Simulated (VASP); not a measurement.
# Co (P-3m1) in VASP: further runs

Co is run at these levels: PBEsol; tasks: relaxation of cell and atoms, single point.

All numbers are computed with VASP 6.6.1; they aren't measurements. Logs are shortened: lines on timing, memory, paths and dates and some standing lists are left out, and cuts for length are marked.

## 1. The cell of the first run

It takes space group P-3m1 (No. 164, trigonal). The conventional cell has a = 2.487 Å, b = 2.487 Å, c = 4.063 Å, α = 90.00°, β = 90.00°, γ = 120.00°. Within 3.2 Å of Co (site symmetry 3m) lie 12 Co at 2.42 to 2.55 Å.

## 2. Relaxation of cell and atoms, PBEsol, collinear spin, ferromagnetic start, target pressure 20 GPa, at which the enthalpy is minimised

INCAR

```
ALGO = Normal
EDIFF = 1E-6
EDIFFG = -0.02
ENCUT = 600
GGA = PS
IBRION = 2
ISIF = 3
ISMEAR = -1
ISPIN = 2
LASPH = True
LCHARG = False
LMAXMIX = 4
LORBIT = 11
LREAL = False
LWAVE = False
MAGMOM = 2 2
NELM = 150
NSW = 80
PREC = Accurate
PSTRESS = 200.0
SIGMA = 0.05
```

KPOINTS

```
k-points
0
Gamma
  9 9 5
```

POSCAR

```
Co
1.0
    2.4873648738      0.0000000000      0.0000000000
   -1.2436824369      2.1541211692      0.0000000000
    0.0000000000      0.0000000000      4.0632895034
Co
2
Direct
    0.3333333333      0.6666666667      0.7401390000
    0.6666666667      0.3333333333      0.2598610000
```

Potentials or basis: VASP PAW PBE potentials, release 64 (Co).

The run is started by

```sh
$ cat potpaw_PBE.64/Co/POTCAR > POTCAR
$ mpirun -np 1 vasp_std > vasp.out
```

OUTCAR:

```text
EDIFF = 1E-6
   EDIFFG = -0.02
   ENCUT = 600
   GGA = PS
   IBRION = 2
   ISIF = 3
   ISMEAR = -1
   ISPIN = 2
   LASPH = True
   LORBIT = 11
   LREAL = False
   NELM = 150
   NSW = 80
   PREC = Accurate
   PSTRESS = 200.0

 ion  position               nearest neighbor table
   1  0.333  0.667  0.740-   2 2.42   2 2.42   2 2.42   2 2.55   2 2.55   2 2.55
   2  0.667  0.333  0.260-   1 2.42   1 2.42   1 2.42   1 2.55   1 2.55   1 2.55

  LATTYP: Found a hexagonal cell.
 ALAT       =     2.4873648738
 C/A-ratio  =     1.6335719565

  Lattice vectors:

 A1 = (   2.4873648738,   0.0000000000,   0.0000000000)
 A2 = (  -1.2436824369,   2.1541211692,   0.0000000000)
 A3 = (   0.0000000000,   0.0000000000,   4.0632895034)

Analysis of symmetry for initial positions (statically):
=====================================================================
 Subroutine PRICEL returns:
 Original cell was already a primitive cell.

 Routine SETGRP: Setting up the symmetry group for a
 hexagonal supercell.

 Subroutine GETGRP returns: Found 12 space group operations
 (whereof 12 operations were pure point group operations)
 out of a pool of 24 trial point group operations.

The static configuration has the point symmetry D_3d.

Analysis of symmetry for dynamics (positions and initial velocities):
=====================================================================
 Subroutine PRICEL returns:
 Original cell was already a primitive cell.

 Routine SETGRP: Setting up the symmetry group for a
 hexagonal supercell.

 Subroutine GETGRP returns: Found 12 space group operations
 (whereof 12 operations were pure point group operations)
 out of a pool of 24 trial point group operations.

The dynamic configuration has the point symmetry D_3d.

Analysis of structural, dynamic, and magnetic symmetry:
=====================================================================
 Subroutine PRICEL returns:
 Original cell was already a primitive cell.

 Routine SETGRP: Setting up the symmetry group for a
 hexagonal supercell.

 Subroutine GETGRP returns: Found 12 space group operations
 (whereof 12 operations were pure point group operations)
 out of a pool of 24 trial point group operations.

The overall configuration has the point symmetry D_3d.

 Subroutine INISYM returns: Found 12 space group operations
 (whereof 12 operations are pure point group operations),
 and found     1 'primitive' translations

----------------------------------------------------------------------------------------

                                     Primitive cell

  volume of cell :      21.7715

  direct lattice vectors                    reciprocal lattice vectors
     2.487364874  0.000000000  0.000000000     0.402031889  0.232113220  0.000000000
    -1.243682437  2.154121169  0.000000000     0.000000000  0.464226439  0.000000000
     0.000000000  0.000000000  4.063289503     0.000000000  0.000000000  0.246106018

  length of vectors
     2.487364874  2.487364874  4.063289503     0.464226439  0.464226439  0.246106018

  position of ions in fractional coordinates (direct lattice)
     0.333333333  0.666666667  0.740139000
     0.666666667  0.333333333  0.259861000

  ion indices of the primitive-cell ions
   primitive index   ion index
                 1           1
                 2           2

----------------------------------------------------------------------------------------

 KPOINTS: k-points

Automatic generation of k-mesh.
 Grid dimensions read from file:
 generate k-points for:    9    9    5

 Generating k-lattice:

  Cartesian coordinates                     Fractional coordinates (reciprocal lattice)
     0.044670210  0.025790358  0.000000000     0.111111111  0.000000000  0.000000000
     0.000000000  0.051580715  0.000000000     0.000000000  0.111111111  0.000000000
     0.000000000  0.000000000  0.049221204     0.000000000  0.000000000  0.200000000

  Length of vectors
     0.051580715  0.051580715  0.049221204

  Shift w.r.t. Gamma in fractional coordinates (k-lattice)
     0.000000000  0.000000000  0.000000000

 Subroutine IBZKPT returns following result:
 ===========================================

 Found     50 irreducible k-points:

 Following reciprocal coordinates:
            Coordinates               Weight
  0.000000  0.000000  0.000000      1.000000
  0.111111 -0.000000  0.000000      6.000000
  0.222222  0.000000  0.000000      6.000000
  0.333333 -0.000000  0.000000      6.000000
  0.444444  0.000000  0.000000      6.000000
  0.111111  0.111111  0.000000      6.000000
[... 16 lines left out ...]
  0.222222  0.111111  0.200000     12.000000
 -0.111111  0.333333  0.200000     12.000000
 [... further k-points ...]
   k-points           NKPTS =     50   k-points in BZ     NKDIM =     50   number of bands    NBANDS=     15
   number of dos      NEDOS =    301   number of ions     NIONS =      2
   total plane-waves  NPLWV =  12800
   dimension x,y,z NGX =    20 NGY =   20 NGZ =   32
   dimension x,y,z NGXF=    40 NGYF=   40 NGZF=   64
   ions per type =               2
   NGX,Y,Z   is equivalent  to a cutoff of  13.37, 13.37, 13.09 a.u.
   NGXF,Y,Z  is equivalent  to a cutoff of  26.73, 26.73, 26.19 a.u.
 SYSTEM =  unknown system
   PREC   = accura    normal or accurate (medium, high low for compatibility)
   ISTART =      0    job   : 0-new  1-cont  2-samecut
   ICHARG =      2    charge: 1-file 2-atom 10-const
   ISPIN  =      2    spin polarized calculation?
   LNONCOLLINEAR =      F non collinear calculations
   LSORBIT =      F    spin-orbit coupling
   LASPH  =      T    aspherical Exc in radial PAW
   ENCUT  =  600.0 eV  44.10 Ry    6.64 a.u.   4.97  4.97  8.12*2*pi/ulx,y,z
   NELM   =    150;   NELMIN=  2; NELMDL= -5     # of ELM steps
   EDIFF  = 0.1E-05   stopping-criterion for ELM
   LREAL  =      F    real-space projection
   EDIFFG = -.2E-01   stopping-criterion for IOM
   NSW    =     80    number of steps for IOM
   IBRION =      2    ionic relax: 0-MD 1-quasi-New 2-CG
   NFREE  =      1    steps in history (QN), initial steepest desc. (CG)
   ISIF   =      3    stress and relaxation
   ISYM   =      2    0-nonsym 1-usesym 2-fastsym
   POTIM  = 0.5000    time-step for ionic-motion
   TEBEG  =    0.0;   TEEND  =   0.0 temperature during run
   PSTRESS=  200.0 pullay stress
   NELECT =      18.0000    total number of electrons
   NUPDOWN=      -1.0000    fix difference up-down
   EMIN   =  10.00;   EMAX   =-10.00  energy-range for DOS
   EFERMI =   0.00;   METHOD = LEGACY
   ISMEAR =    -1;   SIGMA  =   0.05  broadening in eV -4-tet -1-fermi 0-gaus
   EFERMI_NEDOS =   21; number of points for ismear=-14 and -15
   IALGO  =     38    algorithm
   IMIX   =      4    mixing-type and parameters
     AMIX     =   0.40;   BMIX     =  1.00
     AMIX_MAG =   1.60;   BMIX_MAG =  1.00
  volume/ion in A,a.u.               =      10.89        73.46
  Fermi-wavevector in a.u.,A,eV,Ry     =   1.536514  2.903591 32.121660  2.360875
  Thomas-Fermi vector in A             =   2.643152
   LORBIT       =     11    0 simple, 1 ext, 2 COOP (PROOUT), +10 PAW based schemes
   GGA     = PS    functional components
   LHFCALC =     F    Hartree Fock is set to
   AEXX    =    0.0000 exact exchange contribution
   IVDW    =     0    specifies the selected vdW correction
   LEPSILON=     F    determine dielectric tensor
   LRPA    =     F    only Hartree local field effects (RPA)
 conjugate gradient relaxation of ions
 spin polarized calculation
  energy-cutoff  :      600.00
  volume of cell :       21.77
 maximum number of plane-waves:       744
   NGX =  9   NGY =  9   NGZ = 17

--------------------------------------- Ionic step        1  -------------------------------------------

 number of electron      17.9999997 magnetization       3.0864596

 Free energy of the ion-electron system (eV)
  ---------------------------------------------------
  ext. energy  EPLUGINS =         0.00000000
  ---------------------------------------------------
  free energy    TOTEN  =       -15.41995793 eV

  energy without entropy =      -15.40354126  energy(sigma->0) =      -15.41174959

------------------------ aborting loop because EDIFF is reached ----------------------------------------

  FORCE on cell =-STRESS in cart. coord.  units (eV):
  Direction    XX          YY          ZZ          XY          YZ          ZX
  --------------------------------------------------------------------------------------
  -------------------------------------------------------------------------------------
  Total       -1.5214932     -1.5214932     -1.6064407      0.0000000      0.0000000      0.0000000
  in kB     -111.9678136   -111.9678136   -118.2191621      0.0000000      0.0000000      0.0000000
  external PRESSURE =    -314.0515964 kB  Pullay stress =     200.0000000 kB
[... 289 lines left out ...]
  enthalpy is  TOTEN    =       -13.0003951981 eV   P V=        2.4279757552

--------------------------------------- Ionic step        9  -------------------------------------------

 number of electron      18.0000003 magnetization       2.9978523

 Free energy of the ion-electron system (eV)
  ---------------------------------------------------
  ext. energy  EPLUGINS =         0.00000000
  ---------------------------------------------------
  free energy    TOTEN  =       -15.40693476 eV

  energy without entropy =      -15.39136846  energy(sigma->0) =      -15.39915161

 E-fermi :  11.8436     XC(G=0): -14.2988

 val. band max:       11.8255141657   @ k =   0.1111  -0.0000   0.2000
 cond. band min:      11.8625667581   @ k =   0.0000   0.0000   0.2000
 fundamental gap:      0.0370525924
 Fermi energy:        11.8435559760

 spin component 1

 k-point     1 :       0.0000    0.0000    0.0000
  band No.  band energies     occupation
      1       2.1711      1.00000
      2       6.1230      1.00000
      3       9.0904      1.00000
      4       9.1281      1.00000
      5       9.1281      1.00000
      6       9.5109      1.00000
      7       9.5109      1.00000
      8       9.9392      1.00000
      9       9.9392      1.00000
     10      11.2628      0.99999
     11      11.2628      0.99999
     12      11.6509      0.97924
     13      19.3192      0.00000
     14      34.8081      0.00000
     15      38.2733      0.00000
[... 399 lines left out ...]
      1       5.3284      1.00000
      2       7.3510      1.00000
      3       7.4824      1.00000
      4       8.1572      1.00000
      5       8.8713      1.00000
      6       9.3603      1.00000
      7       9.4958      1.00000
      8      10.2644      1.00000
      9      10.8275      1.00000
     10      10.8613      1.00000
     11      11.4611      0.99952
     12      15.4275      0.00000
     13      23.1026      0.00000
     14      25.1650      0.00000
     15      28.1108      0.00000

 [... further k-points ...]

 spin component 2

 k-point     1 :       0.0000    0.0000    0.0000
  band No.  band energies     occupation
      1       2.2465      1.00000
      2       7.0117      1.00000
      3      10.5938      1.00000
      4      10.6323      1.00000
      5      10.6323      1.00000
      6      11.0683      1.00000
      7      11.0683      1.00000
      8      11.5761      0.99527
      9      11.5761      0.99527
     10      11.6950      0.95124
     11      13.0134      0.00000
     12      13.0134      0.00000
     13      20.3097      0.00000
     14      34.6641      0.00000
     15      38.2353      0.00000
[... 443 lines left out ...]
  FREE ENERGIE OF THE ION-ELECTRON SYSTEM (eV)
  ---------------------------------------------------
  free  energy   TOTEN  =       -15.4069347560 eV

  energy  without entropy=      -15.3913684580  energy(sigma->0) =      -15.39915161

  enthalpy is  TOTEN    =       -13.0023706411 eV   P V=        2.4045641149

 reached required accuracy - stopping structural energy minimisation

 total charge

# of ion       s       p       d       tot
------------------------------------------
    1        0.542   0.638   7.354   8.533
    2        0.542   0.638   7.354   8.533
--------------------------------------------------
tot          1.084   1.275  14.707  17.066

 magnetization (x)

# of ion       s       p       d       tot
------------------------------------------
    1       -0.016  -0.055   1.564   1.493
    2       -0.016  -0.055   1.564   1.493
--------------------------------------------------
tot         -0.033  -0.109   3.129   2.987
```

Run time: 3.1 min. Hardware: 1 thread of Intel Xeon Platinum 8259CL at 2.50GHz (Skylake/Cascade Lake), shared host; peak memory 0.17 GiB.

What came out:

| Property | Result |
| --- | --- |
| Free energy | -15.4069 eV |
| Relaxed volume | 9.63 Å³/atom |
| Relaxed cell | a = 2.395 Å, b = 2.395 Å, c = 3.879 Å, α = 90.00°, β = 90.00°, γ = 120.00° |
| Space group after relaxing (to 0.05 Å) | P6_3/mmc (No. 194) |
| Energy change on relaxing (the enthalpy is what falls) | +6.5 meV/atom |
| Ionic steps | 9 |
| Pressure after relaxing | 20.0 GPa |
| Largest force after relaxing | 0.003 eV/Å |
| Net moment | 3.00 μB per cell |
| Site moments | Co +1.49 μB |
| Valence electrons inside the program's atomic spheres | Co 8.53 |

Forces in eV/Å, atoms in the order of the input:
```
Co   0.000  0.000  0.003
Co   0.000  0.000 -0.003
```

Stress tensor (GPa, compression positive):
```
20.13  0.00  0.00
 0.00 20.13  0.00
 0.00  0.00 19.72
```

Step by step:
| step | energy change (eV) | largest force (eV/Å) | pressure (GPa) | volume (Å³) |
| --- | --- | --- | --- | --- |
| 1 | 0.0000 | 0.4343 | -11.41 | 21.77 |
| 2 | 1.4005 | 1.0347 | 121.68 | 15.72 |
| 3 | 0.0239 | 0.7013 | 18.98 | 19.37 |
| 4 | 0.0341 | 0.7093 | 20.48 | 19.28 |
| 5 | 0.0400 | 0.7138 | 21.34 | 19.24 |
| 6 | 0.0277 | 0.0177 | 21.98 | 19.15 |
| 7 | 0.0278 | 0.0093 | 22.05 | 19.15 |
| 8 | -0.0084 | 0.0062 | 16.71 | 19.45 |
| 9 | 0.0130 | 0.0034 | 19.99 | 19.26 |

Final structure:
```cif
data_structure
_symmetry_space_group_name_H-M 'P 1'
_symmetry_Int_Tables_number 1
_cell_length_a 2.3947
_cell_length_b 2.3947
_cell_length_c 3.8788
_cell_angle_alpha 90.000
_cell_angle_beta 90.000
_cell_angle_gamma 120.000
_cell_volume 19.26
loop_
_atom_site_label
_atom_site_type_symbol
_atom_site_fract_x
_atom_site_fract_y
_atom_site_fract_z
_atom_site_occupancy
Co1 Co 0.33333 0.66667 0.74996 1
Co2 Co 0.66667 0.33333 0.25004 1
```

Levels at points of the mesh, in eV from the Fermi level:
Spin up:
```csv
k point,band 9,band 10,band 11,band 12,band 13,band 14
"(0.00, 0.00, 0.00)",-1.90,-0.58,-0.58,-0.19,7.48,22.96
```
Spin down:
| k point | band 5 | band 6 | band 7 | band 8 | band 9 | band 10 |
| --- | --- | --- | --- | --- | --- | --- |
| (0.00, 0.00, 0.00) | -1.21 | -0.78 | -0.78 | -0.27 | -0.27 | -0.15 |

Caveat: the cell is relaxed towards a set pressure, so the enthalpy falls and the energy may rise; the PAW data sets were made with another functional, which shifts forces and pressure a little.

## 3. Relaxation of cell and atoms, PBEsol, collinear spin, ferromagnetic start, target pressure 30 GPa, at which the enthalpy is minimised

INCAR

```
SYSTEM = Co
PREC     = Accurate       ! precision mode
ENCUT    = 600            ! plane-wave cutoff, eV
EDIFF    = 1E-7           ! SCF threshold, eV
ISMEAR   = -1             ! smearing method
SIGMA    = 0.05           ! smearing width, eV
LREAL    = .False.        ! projectors in reciprocal space
LASPH    = .True.         ! aspherical terms in the spheres
NELM     = 150            ! most SCF steps
ALGO     = Normal         ! electronic algorithm
ISIF     = 3              ! what is computed and relaxed
LWAVE    = .False.        ! write WAVECAR
LCHARG   = .False.        ! write CHGCAR
ISPIN    = 2              ! spin polarisation
MAGMOM   = 2 2            ! initial moments
LORBIT   = 11             ! projections on sites
LMAXMIX  = 4              ! l up to which the mixer works
GGA      = PS             ! functional
IBRION   = 2              ! ionic algorithm
NSW      = 80             ! ionic steps
EDIFFG   = -0.02          ! ionic threshold
PSTRESS  = 300.0
```

KPOINTS

```
regular mesh
0
Gamma
  9 9 5
  0 0 0
```

POSCAR is that of step 2.

Potentials or basis: VASP PAW PBE potentials, release 64 (Co).

The run is started by

```sh
$ cat potpaw_PBE.64/Co/POTCAR > POTCAR
$ mpirun -np 1 vasp_std > vasp.out
```

Wall time 4.7 min (1 thread of Intel Xeon Platinum 8259CL at 2.50GHz (Skylake/Cascade Lake), shared host); peak memory 0.18 GiB.

It converged, with:

```
Free energy                                            : -15.0081 eV
Relaxed volume                                         : 9.06 Å³/atom
Relaxed cell                                           : a = 2.346 Å, b = 2.346 Å, c = 3.802 Å, α = 90.00°, β = 90.00°, γ = 120.00°
Space group after relaxing (to 0.05 Å)                 : P6_3/mmc (No. 194)
Energy change on relaxing (the enthalpy is what falls) : +205.9 meV/atom
Ionic steps                                            : 11
Pressure after relaxing                                : 30.0 GPa
Largest force after relaxing                           : 0.003 eV/Å
Band gap on the k mesh                                 : zero (filled and empty bands overlap)
Net moment                                             : 0.00 μB per cell
Valence electrons inside the program's atomic spheres  : Co 8.69
```

Forces in eV/Å, atoms in the order of the input:
```
Co   0.000  0.000 -0.003
Co   0.000  0.000  0.003
```

Stress tensor (GPa, compression positive):
```
29.94  0.00  0.00
 0.00 29.94  0.00
 0.00  0.00 30.03
```

Step by step:
```
step  energy change (eV)  largest force (eV/Å)  pressure (GPa)  volume (Å³)
   1              0.0000                0.4347          -11.36        21.77
   2              3.0706                1.3886          216.12        14.06
   3              0.3370                0.9082           14.40        18.92
   4              0.4044                0.9850           25.69        18.36
   5              0.4454                1.0174           31.06        18.12
   6              0.4526                0.4664           34.29        17.95
   7              0.4353                0.0292           32.79        18.01
   8              0.3741                0.0260           24.99        18.35
   9              0.4116                0.0086           29.92        18.13
  10              0.4112                0.0081           29.86        18.13
  11              0.4119                0.0031           29.97        18.12
```

Final structure:
```cif
data_structure
_symmetry_space_group_name_H-M 'P 1'
_symmetry_Int_Tables_number 1
_cell_length_a 2.3463
_cell_length_b 2.3463
_cell_length_c 3.8016
_cell_angle_alpha 90.000
_cell_angle_beta 90.000
_cell_angle_gamma 120.000
_cell_volume 18.12
loop_
_atom_site_label
_atom_site_type_symbol
_atom_site_fract_x
_atom_site_fract_y
_atom_site_fract_z
_atom_site_occupancy
Co1 Co 0.33333 0.66667 0.75002 1
Co2 Co 0.66667 0.33333 0.24998 1
```

Levels at points of the mesh, in eV from the Fermi level:
Spin up:
| k point | band 5 | band 6 | band 7 | band 8 | band 9 | band 10 | band 11 | band 12 | band 13 | band 14 |
| --- | --- | --- | --- | --- | --- | --- | --- | --- | --- | --- |
| (0.00, 0.00, 0.00) | -2.30 | -1.86 | -1.86 | -1.37 | -1.37 | -0.31 | 0.13 | 0.13 | 8.40 | 23.31 |
Spin down:
```tsv
k point	band 5	band 6	band 7	band 8	band 9	band 10	band 11	band 12	band 13	band 14
(0.00, 0.00, 0.00)	-2.30	-1.86	-1.86	-1.37	-1.37	-0.31	0.13	0.13	8.40	23.31
```

Caveat: the starting moments collapsed, and a magnetic state may lie lower; the cell is relaxed towards a set pressure, so the enthalpy falls and the energy may rise; the volume moved by over 15 % at a fixed basis, so the end points are rough; the PAW data sets were made with another functional, which shifts forces and pressure a little.

[end of part 1 of 2]
